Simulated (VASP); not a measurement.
Crystal: Ta.

```
Ta
1.0
    -1.65128    1.65128    1.65128
     1.65128   -1.65128    1.65128
     1.65128    1.65128   -1.65128
Ta
1
Direct
  0.00000 0.00000 0.00000
```

| Quantity | Value |
| --- | --- |
| Program | VASP 6.6.1 |
| Task | relaxation of cell and atoms |
| Functional | LDA |
| Potentials or basis | VASP PAW LDA potentials, release 64 (Ta_sv_GW) |
| Cutoff | 500 eV |
| k mesh | 8 × 8 × 8 |
| Occupations | gaussian, width 0.1 eV |
| Spin | no spin polarisation |

At the start: pressure -11.2 GPa; volume 18.01 Å³/atom.

Task: How do energy, volume and symmetry change on relaxing?

Result: Over 4 steps the energy falls by 33.0 meV/atom and the volume is 17.11 Å³/atom (-5.0 %); space group Im-3m (No. 229, to 0.1 Å) before and after.

Step by step:
```tsv
step	energy change (eV)	largest force (eV/Å)	pressure (GPa)	volume (Å³)
1	0.0000	0.0000	-11.15	18.01
2	0.2180	0.0000	40.83	14.94
3	-0.0329	0.0000	-0.76	17.16
4	-0.0330	0.0000	-0.10	17.11
```

Final structure:
```xyz
1
Lattice="-1.6233 1.6233 1.6233 1.6233 -1.6233 1.6233 1.6233 1.6233 -1.6233" Properties=species:S:1:pos:R:3 pbc="T T T"
Ta    1.6233    1.6233    1.6233
```
